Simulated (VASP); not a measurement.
# TePb (Fm-3m) in VASP: notebook

Runs on TePb. Level: PBE. Tasks: single point.

All numbers are computed with VASP 6.6.1; they aren't measurements. Logs are shortened: lines on timing, memory, paths and dates and some standing lists are left out, and cuts for length are marked.

## (1) The cell of the first run

It takes space group Fm-3m (No. 225, cubic). Conventional cell: a = 6.419 Å, b = 6.419 Å, c = 6.419 Å, α = 90.00°, β = 90.00°, γ = 90.00°. Within 4.2 Å of Pb (site symmetry m-3m) lie 6 Te at 3.21 Å. Within 4.2 Å of Te (site symmetry m-3m) lie 6 Pb at 3.21 Å.

## (2) Single point, PBE

Contents of INCAR:

```
SYSTEM = TePb
  PREC = Accurate
  ENCUT = 520
  EDIFF = 1E-6
  ISMEAR = -1
  SIGMA = 0.05
  LREAL = .FALSE.
  LASPH = .TRUE.
  NELM = 60
  ALGO = Normal
  ISIF = 2
  LWAVE = .FALSE.
  LCHARG = .FALSE.
  GGA = PE
  NBANDS = 17
```

Contents of KPOINTS:

```
regular mesh
0
G
  7 7 7
  0 0 0
```

Contents of POSCAR:

```
TePb
1.0
    0.0000000000      3.2093147829      3.2093147829
    3.2093147829      0.0000000000      3.2093147829
    3.2093147829      3.2093147829      0.0000000000
Pb Te
1 1
Direct
    0.0000000000      0.0000000000      0.0000000000
    0.5000000000      0.5000000000      0.5000000000
```

Potentials or basis: VASP PAW PBE potentials, release 64 (Pb_d, Te).

Command:

```console
$ cat potpaw_PBE.64/Pb_d/POTCAR potpaw_PBE.64/Te/POTCAR > POTCAR
$ mpirun -np 1 vasp_std > vasp.out
```

OUTCAR:

```text
SYSTEM = TePb
   PREC = Accurate
   ENCUT = 520
   EDIFF = 1E-6
   ISMEAR = -1
   LREAL = .FALSE.
   LASPH = .TRUE.
   NELM = 60
   ISIF = 2
   GGA = PE

 ion  position               nearest neighbor table
   1  0.000  0.000  0.000-   2 3.21   2 3.21   2 3.21   2 3.21   2 3.21   2 3.21
   2  0.500  0.500  0.500-   1 3.21   1 3.21   1 3.21   1 3.21   1 3.21   1 3.21

  LATTYP: Found a face centered cubic cell.
 ALAT       =     6.4186295658

  Lattice vectors:

 A1 = (   0.0000000000,   3.2093147829,   3.2093147829)
 A2 = (   3.2093147829,   0.0000000000,   3.2093147829)
 A3 = (   3.2093147829,   3.2093147829,   0.0000000000)

Analysis of symmetry for initial positions (statically):
=====================================================================
 Subroutine PRICEL returns:
 Original cell was already a primitive cell.

 Routine SETGRP: Setting up the symmetry group for a
 face centered cubic supercell.

 Subroutine GETGRP returns: Found 48 space group operations
[... 9 lines left out ...]

 Routine SETGRP: Setting up the symmetry group for a
 face centered cubic supercell.

 Subroutine GETGRP returns: Found 48 space group operations
[... 11 lines left out ...]
                                     Primitive cell

  volume of cell :      66.1100

  direct lattice vectors                    reciprocal lattice vectors
     0.000000000  3.209314783  3.209314783    -0.155796497  0.155796497  0.155796497
     3.209314783  0.000000000  3.209314783     0.155796497 -0.155796497  0.155796497
     3.209314783  3.209314783  0.000000000     0.155796497  0.155796497 -0.155796497

  length of vectors
     4.538656492  4.538656492  4.538656492     0.269847448  0.269847448  0.269847448

  position of ions in fractional coordinates (direct lattice)
     0.000000000  0.000000000  0.000000000
     0.500000000  0.500000000  0.500000000

  ion indices of the primitive-cell ions
   primitive index   ion index
                 1           1
                 2           2

----------------------------------------------------------------------------------------

 KPOINTS: regular mesh

Automatic generation of k-mesh.
 Grid dimensions read from file:
 generate k-points for:    7    7    7

 Generating k-lattice:

  Cartesian coordinates                     Fractional coordinates (reciprocal lattice)
    -0.022256642  0.022256642  0.022256642     0.142857143  0.000000000  0.000000000
[... 44 lines left out ...]
 SYSTEM =  TePb
   PREC   = accura    normal or accurate (medium, high low for compatibility)
   ISTART =      0    job   : 0-new  1-cont  2-samecut
   ICHARG =      2    charge: 1-file 2-atom 10-const
   ISPIN  =      1    spin polarized calculation?
   LNONCOLLINEAR =      F non collinear calculations
   LSORBIT =      F    spin-orbit coupling
   LASPH  =      T    aspherical Exc in radial PAW
   ENCUT  =  520.0 eV  38.22 Ry    6.18 a.u.   8.44  8.44  8.44*2*pi/ulx,y,z
   NELM   =     60;   NELMIN=  2; NELMDL= -5     # of ELM steps
   EDIFF  = 0.1E-05   stopping-criterion for ELM
   LREAL  =      F    real-space projection
   EDIFFG = 0.1E-04   stopping-criterion for IOM
   NSW    =      0    number of steps for IOM
   IBRION =     -1    ionic relax: 0-MD 1-quasi-New 2-CG
   NFREE  =      0    steps in history (QN), initial steepest desc. (CG)
   ISIF   =      2    stress and relaxation
   ISYM   =      2    0-nonsym 1-usesym 2-fastsym
   POTIM  = 0.5000    time-step for ionic-motion
   TEBEG  =    0.0;   TEEND  =   0.0 temperature during run
   PSTRESS=    0.0 pullay stress
   NELECT =      20.0000    total number of electrons
   NUPDOWN=      -1.0000    fix difference up-down
   EMIN   =  10.00;   EMAX   =-10.00  energy-range for DOS
   EFERMI =   0.00;   METHOD = LEGACY
   ISMEAR =    -1;   SIGMA  =   0.05  broadening in eV -4-tet -1-fermi 0-gaus
   EFERMI_NEDOS =   21; number of points for ismear=-14 and -15
   IALGO  =     38    algorithm
   IMIX   =      4    mixing-type and parameters
     AMIX     =   0.40;   BMIX     =  1.00
     AMIX_MAG =   1.60;   BMIX_MAG =  1.00
  volume/ion in A,a.u.               =      33.05       223.07
  Fermi-wavevector in a.u.,A,eV,Ry     =   1.098995  2.076800 16.432991  1.207791
  Thomas-Fermi vector in A             =   2.235382
   LORBIT       =      0    0 simple, 1 ext, 2 COOP (PROOUT), +10 PAW based schemes
   GGA     = PE    functional components
[... 5 lines left out ...]
 non-spin polarized calculation
  energy-cutoff  :      520.00
  volume of cell :       66.11
 maximum number of plane-waves:      1807
 NGX is ok and might be reduce to    36
   NGX = 17   NGY = 17   NGZ = 17

 number of electron      20.0000000 magnetization

 Free energy of the ion-electron system (eV)
  ---------------------------------------------------
  ext. energy  EPLUGINS =         0.00000000
  ---------------------------------------------------
  free energy    TOTEN  =        -7.48064415 eV

  energy without entropy =       -7.48064101  energy(sigma->0) =       -7.48064258

 E-fermi :   6.2787     XC(G=0):  -9.3923

 val. band max:        5.7834966072   @ k =   0.4286   0.0000   0.0000
 cond. band min:       6.7641922467   @ k =   0.4286   0.0000   0.0000
 fundamental gap:      0.9806956394
 Fermi energy:         6.2786758268

 k-point     1 :       0.0000    0.0000    0.0000
  band No.  band energies     occupation
      1     -10.8652      2.00000
      2     -10.8652      2.00000
      3     -10.8543      2.00000
      4     -10.8543      2.00000
      5     -10.8543      2.00000
      6      -6.3019      2.00000
[... 377 lines left out ...]
      4     -10.8419      2.00000
      5     -10.8277      2.00000
      6      -4.4189      2.00000
[... 9 lines left out ...]
     16      16.2011      0.00000
     17      16.7215      0.00000

------------------------ aborting loop because EDIFF is reached ----------------------------------------

  FORCE on cell =-STRESS in cart. coord.  units (eV):
  Direction    XX          YY          ZZ          XY          YZ          ZX
  --------------------------------------------------------------------------------------
  -------------------------------------------------------------------------------------
  Total        1.2612051      1.2612051      1.2612051      0.0000000      0.0000000      0.0000000
  in kB       30.5653489     30.5653489     30.5653489      0.0000000      0.0000000      0.0000000
  external PRESSURE =      30.5653489 kB  Pullay stress =       0.0000000 kB

 VOLUME and BASIS-vectors are now :
 -----------------------------------------------------------------------------
  energy-cutoff  :      520.00
  volume of cell :       66.11
      direct lattice vectors                 reciprocal lattice vectors
     0.000000000  3.209314783  3.209314783    -0.155796497  0.155796497  0.155796497
     3.209314783  0.000000000  3.209314783     0.155796497 -0.155796497  0.155796497
     3.209314783  3.209314783  0.000000000     0.155796497  0.155796497 -0.155796497

 POSITION                                       TOTAL-FORCE (eV/Angst)
 -----------------------------------------------------------------------------------
      0.00000      0.00000      0.00000        -0.000000      0.000000      0.000000
      3.20931      3.20931      3.20931         0.000000     -0.000000     -0.000000
 -----------------------------------------------------------------------------------
    total drift:                               -0.000000      0.000000      0.000000

  FREE ENERGIE OF THE ION-ELECTRON SYSTEM (eV)
  ---------------------------------------------------
  free  energy   TOTEN  =        -7.4806441520 eV

  energy  without entropy=       -7.4806410072  energy(sigma->0) =       -7.48064258
```

OSZICAR:

```text
N       E                     dE             d eps       ncg     rms          rms(c)
DAV:   1     0.150678801076E+03    0.15068E+03   -0.93537E+03   680   0.115E+03
DAV:   2     0.281698019122E+01   -0.14786E+03   -0.14320E+03   708   0.293E+02
DAV:   3    -0.730123024600E+01   -0.10118E+02   -0.10071E+02   868   0.840E+01
DAV:   4    -0.758265267122E+01   -0.28142E+00   -0.28128E+00   869   0.155E+01
DAV:   5    -0.759275916578E+01   -0.10106E-01   -0.10106E-01   940   0.265E+00    0.350E+00
DAV:   6    -0.748195816687E+01    0.11080E+00   -0.24042E-01   991   0.349E+00    0.218E+00
DAV:   7    -0.747907443863E+01    0.28837E-02   -0.83300E-02   821   0.142E+00    0.922E-01
DAV:   8    -0.748067894248E+01   -0.16045E-02   -0.97647E-03   845   0.981E-01    0.156E-01
DAV:   9    -0.748062130539E+01    0.57637E-04   -0.12948E-03  1045   0.381E-01    0.639E-02
DAV:  10    -0.748063768011E+01   -0.16375E-04   -0.17508E-04   816   0.108E-01    0.194E-02
DAV:  11    -0.748064445399E+01   -0.67739E-05   -0.43867E-05   891   0.524E-02    0.210E-02
DAV:  12    -0.748064415197E+01    0.30203E-06   -0.22029E-06   757   0.855E-03
   1 F= -.74806442E+01 E0= -.74806426E+01  d E =-.314477E-05
```

Wall time 18 s (1 thread of Intel Xeon Platinum 8259CL at 2.50GHz (Skylake/Cascade Lake), shared host); peak memory 0.21 GiB.

Results:

```
Free energy : -7.4806 eV
Pressure    : 3.1 GPa
```

Caveat: this odd mesh misses L, where the gap lies, so gap, dielectric constants and Born charges aren't listed; spin-orbit coupling is left out, which moves the levels of the heavy elements.

(Part 1 of 3 ends here.)
